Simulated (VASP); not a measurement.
# CuO (Cccm) in VASP: a series of runs

Aim: see how the results for CuO move with the level of theory and the settings. Levels: r2SCAN+D3(BJ), r2SCAN, PBEsol+U, PBEsol. Tasks: single point.

All numbers are computed with VASP 6.6.1; they aren't measurements. Logs are shortened: lines on timing, memory, paths and dates and some standing lists are left out, and cuts for length are marked.

### Step 1. The cell of the first run

It takes space group Cccm (No. 66, orthorhombic). The conventional cell has a = 4.062 Å, b = 4.079 Å, c = 5.119 Å, α = 90.00°, β = 90.00°, γ = 90.00°. Cu (site symmetry 2/m) has 4 O at 1.93 Å within 2.6 Å. Within 2.6 Å of O (site symmetry 222) lie 4 Cu at 1.93 Å and 2 O at 2.56 Å.

### Step 2. Single point, r2SCAN+D3(BJ)

POSCAR

```
CuO
1.0
    2.0309573692     -2.0396220817      0.0000000000
    2.0309573692      2.0396220817      0.0000000000
    0.0000000000      0.0000000000      5.1186930331
Cu O
2 2
Direct
    0.5000000000      0.0000000000      0.0000000000
    0.0000000000      0.5000000000      0.5000000000
    0.5000000000      0.5000000000      0.2500000000
    0.5000000000      0.5000000000      0.7500000000
```

INCAR.step1

```
PREC = Accurate
ENCUT = 900
ISMEAR = -1
SIGMA = 0.05
LREAL = F
LASPH = T
NELM = 120
NBANDS = 33
GGA = PE
ALGO = Normal
EDIFF = 1E-5
LWAVE = T
LCHARG = F
GGA_COMPAT = F
```

INCAR.step2

```
PREC = Accurate
ENCUT = 900
EDIFF = 1E-6
ISMEAR = -1
SIGMA = 0.05
LREAL = F
LASPH = T
NELM = 120
ALGO = Normal
ISIF = 2
LWAVE = F
LCHARG = F
METAGGA = R2SCAN
LMIXTAU = T
IVDW = 12
VDW_S6 = 1.0
VDW_S8 = 0.78981345
VDW_A1 = 0.49484001
VDW_A2 = 5.73083694
NBANDS = 33
ISTART = 1
GGA_COMPAT = F
```

KPOINTS

```
Automatic mesh
0
Gamma
  9 9 5
```

Potentials or basis: VASP PAW PBE potentials, release 64 (Cu_sv_GW, O).

Run with:

```
> cat potpaw_PBE.64/Cu_sv_GW/POTCAR potpaw_PBE.64/O/POTCAR > POTCAR
> cp INCAR.step1 INCAR
> mpirun -np 1 vasp_std > vasp.out
> cp INCAR.step2 INCAR
> mpirun -np 1 vasp_std > vasp.out
```

OUTCAR:

```text
PREC = Accurate
   ENCUT = 900
   EDIFF = 1E-6
   ISMEAR = -1
   LREAL = F
   LASPH = T
   NELM = 120
   ISIF = 2
   METAGGA = R2SCAN
   IVDW = 12
   ISTART = 1
 IVDW          = 12

 ion  position               nearest neighbor table
   1  0.500  0.000  0.000-   3 1.93   4 1.93   3 1.93   4 1.93
   2  0.000  0.500  0.500-   3 1.93   4 1.93   3 1.93   4 1.93
   3  0.500  0.500  0.250-   1 1.93   2 1.93   1 1.93   2 1.93
   4  0.500  0.500  0.750-   1 1.93   2 1.93   1 1.93   2 1.93

  LATTYP: Found a base centered orthorhombic cell.
 ALAT       =     4.0619147384
 B/A-ratio  =     1.0042663192
 C/A-ratio  =     1.2601675226

  Lattice vectors:

 A1 = (   2.0309573692,  -2.0396220817,   0.0000000000)
 A2 = (   2.0309573692,   2.0396220817,   0.0000000000)
 A3 = (   0.0000000000,   0.0000000000,   5.1186930331)

Analysis of symmetry for initial positions (statically):
=====================================================================
 Subroutine PRICEL returns:
 Original cell was already a primitive cell.

 Routine SETGRP: Setting up the symmetry group for a
 base centered orthorhombic supercell.

 Subroutine GETGRP returns: Found  8 space group operations
 (whereof  4 operations were pure point group operations)
 out of a pool of  8 trial point group operations.

The static configuration has the point symmetry C_2h.
 The point group associated with its full space group is D_2h.

Analysis of symmetry for dynamics (positions and initial velocities):
=====================================================================
 Subroutine PRICEL returns:
 Original cell was already a primitive cell.

 Routine SETGRP: Setting up the symmetry group for a
 base centered orthorhombic supercell.

 Subroutine GETGRP returns: Found  8 space group operations
 (whereof  4 operations were pure point group operations)
 out of a pool of  8 trial point group operations.

The dynamic configuration has the point symmetry C_2h.
 The point group associated with its full space group is D_2h.

 Subroutine INISYM returns: Found  8 space group operations
 (whereof  4 operations are pure point group operations),
 and found     1 'primitive' translations

----------------------------------------------------------------------------------------

                                     Primitive cell

  volume of cell :      42.4072

[... 90 lines left out ...]
   ENCUT  =  900.0 eV  66.15 Ry    8.13 a.u.   7.04  7.04 12.52*2*pi/ulx,y,z
   NELM   =    120;   NELMIN=  2; NELMDL=  0     # of ELM steps
   EDIFF  = 0.1E-05   stopping-criterion for ELM
   LREAL  =      F    real-space projection
   EDIFFG = 0.1E-04   stopping-criterion for IOM
   NSW    =      0    number of steps for IOM
   IBRION =     -1    ionic relax: 0-MD 1-quasi-New 2-CG
   NFREE  =      0    steps in history (QN), initial steepest desc. (CG)
   ISIF   =      2    stress and relaxation
   ISYM   =      2    0-nonsym 1-usesym 2-fastsym
   POTIM  = 0.5000    time-step for ionic-motion
   TEBEG  =    0.0;   TEEND  =   0.0 temperature during run
   PSTRESS=    0.0 pullay stress
   NELECT =      50.0000    total number of electrons
   NUPDOWN=      -1.0000    fix difference up-down
   EMIN   =  10.00;   EMAX   =-10.00  energy-range for DOS
   EFERMI =   0.00;   METHOD = LEGACY
   ISMEAR =    -1;   SIGMA  =   0.05  broadening in eV -4-tet -1-fermi 0-gaus
   EFERMI_NEDOS =   21; number of points for ismear=-14 and -15
   IALGO  =     38    algorithm
   IMIX   =      4    mixing-type and parameters
     AMIX     =   0.40;   BMIX     =  1.00
     AMIX_MAG =   1.60;   BMIX_MAG =  1.00
  volume/ion in A,a.u.               =      10.60        71.54
  Fermi-wavevector in a.u.,A,eV,Ry     =   1.729491  3.268264 40.696917  2.991139
  Thomas-Fermi vector in A             =   2.804226
   LORBIT       =      0    0 simple, 1 ext, 2 COOP (PROOUT), +10 PAW based schemes
   METAGGA = R2SCAN    functional components
   LHFCALC =     F    Hartree Fock is set to
   AEXX    =    0.0000 exact exchange contribution
   IVDW    =    12    specifies the selected vdW correction
   LEPSILON=     F    determine dielectric tensor
   LRPA    =     F    only Hartree local field effects (RPA)
 non-spin polarized calculation
  energy-cutoff  :      900.00
  volume of cell :       42.41
 maximum number of plane-waves:      2619
   NGX = 15   NGY = 15   NGZ = 25

 number of electron      50.0000036 magnetization

 Free energy of the ion-electron system (eV)
  ---------------------------------------------------
  ext. energy  EPLUGINS =         0.00000000
  ---------------------------------------------------
  free energy    TOTEN  =       -36.73732117 eV

  energy without entropy =      -36.71831556  energy(sigma->0) =      -36.72781836

 E-fermi :   5.2841     XC(G=0): -12.6642

 val. band max:        5.2805070548   @ k =   0.4444   0.4444   0.4000
 cond. band min:       5.3159466127   @ k =   0.2222   0.1111   0.0000
 fundamental gap:      0.0354395579
 Fermi energy:         5.2840630653

 k-point     1 :       0.0000    0.0000    0.0000
  band No.  band energies     occupation
      1    -111.5239      2.00000
      2    -111.5235      2.00000
      3     -67.4606      2.00000
      4     -67.4606      2.00000
      5     -67.4343      2.00000
      6     -67.4274      2.00000
[... 853 lines left out ...]
     32      17.2920      0.00000
     33      18.0308      0.00000

 [... further k-points ...]

------------------------ aborting loop because EDIFF is reached ----------------------------------------

 Edisp (eV)   -0.51043

 E8    (eV) :    -0.1501

  FORCE on cell =-STRESS in cart. coord.  units (eV):
  Direction    XX          YY          ZZ          XY          YZ          ZX
  --------------------------------------------------------------------------------------
  -------------------------------------------------------------------------------------
  Total      -0.05326    -0.06353    -0.03774    -0.00000     0.00000     0.00000
  in kB      -2.01239    -2.40028    -1.42571    -0.00000     0.00000     0.00000
  external pressure =       -1.95 kB  Pullay stress =        0.00 kB

 VOLUME and BASIS-vectors are now :
 -----------------------------------------------------------------------------
  energy-cutoff  :      900.00
  volume of cell :       42.41
      direct lattice vectors                 reciprocal lattice vectors
     2.030957369 -2.039622082  0.000000000     0.246189313 -0.245143453  0.000000000
     2.030957369  2.039622082  0.000000000     0.246189313  0.245143453  0.000000000
     0.000000000  0.000000000  5.118693033     0.000000000  0.000000000  0.195362370

 POSITION                                       TOTAL-FORCE (eV/Angst)
 -----------------------------------------------------------------------------------
      1.01548     -1.01981      0.00000         0.000000      0.000000     -0.000000
      1.01548      1.01981      2.55935        -0.000000      0.000000     -0.000000
      2.03096      0.00000      1.27967        -0.000000      0.000000      0.000000
      2.03096      0.00000      3.83902        -0.000000      0.000000     -0.000000
 -----------------------------------------------------------------------------------
    total drift:                                0.000000      0.000000     -0.000000

  FREE ENERGIE OF THE ION-ELECTRON SYSTEM (eV)
  ---------------------------------------------------
  free  energy   TOTEN  =       -37.2477468135 eV

  energy  without entropy=      -37.2287411992  energy(sigma->0) =      -37.23824401
```

Wall time 13 min (1 thread of Intel Xeon 6975P-C (Granite Rapids), shared host); peak memory 0.38 GiB.

Results:

| Property | Result |
| --- | --- |
| Free energy | -37.2477 eV |
| Pressure | -0.2 GPa |
| Band gap on the k mesh | zero (bands 25 and 26 overlap by 0.96 eV) |
| Dispersion energy per atom | -0.128 eV |

Caveat: the PAW data sets were made with another functional, which shifts forces and pressure a little; semilocal functionals often make such compounds metallic where correlation or magnetic order opens a gap, which also shifts bond lengths. With open d or f shells a metallic result of r2SCAN can be an artefact of self-interaction; +U or a hybrid may open a gap.

(Part 1 of 2 ends here.)

The gap in the log of VASP goes by the Fermi energy; the results here count the filled bands.